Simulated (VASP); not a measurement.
Here is a VASP 6.6.1 calculation.

Contents of INCAR:

```
ALGO     = Normal         # electronic algorithm
EDIFF    = 1E-8           # SCF threshold, eV
ENCUT    = 500            # plane-wave cutoff, eV
GGA      = CA             # functional
GGA_COMPAT= F            
IBRION   = 8              # ionic algorithm
ISIF     = 2              # what is computed and relaxed
ISMEAR   = 1              # smearing method
LASPH    = T              # aspherical terms in the spheres
LCHARG   = F              # write CHGCAR
LREAL    = F              # projectors in reciprocal space
LWAVE    = F              # write WAVECAR
NBANDS   = 15             # bands
NELM     = 120            # most SCF steps
NSW      = 1              # ionic steps
PREC     = Accurate       # precision mode
SIGMA    = 0.01           # smearing width, eV
```

The input KPOINTS:

```
k-points
0
Gamma
  4 4 4
```

The input POSCAR:

```
CsI
1.0
    4.5667000000      0.0000000000      0.0000000000
    0.0000000000      4.5667000000      0.0000000000
    0.0000000000      0.0000000000      4.5667000000
Cs I
1 1
Direct
    0.0000000000      0.0000000000      0.0000000000
    0.5000000000      0.5000000000      0.5000000000
```

Potentials or basis: VASP PAW LDA potentials, release 64 (Cs_sv, I).

Launch:

```sh
$ cat potpaw_LDA.64/Cs_sv/POTCAR potpaw_LDA.64/I/POTCAR > POTCAR
$ mpirun -np 1 vasp_std > vasp.out
```

Q: What does it give for the highest phonon frequency at Γ, LO-TO splitting left out?

A: 49 cm⁻¹.

Phonon frequencies in cm⁻¹ (negative: imaginary):
```tsv
q point	frequencies
(0.000, 0.000, 0.000)	0 0 0 49 49 49
```

Caveat: the cell stands under pressure or tension, which shifts response properties.
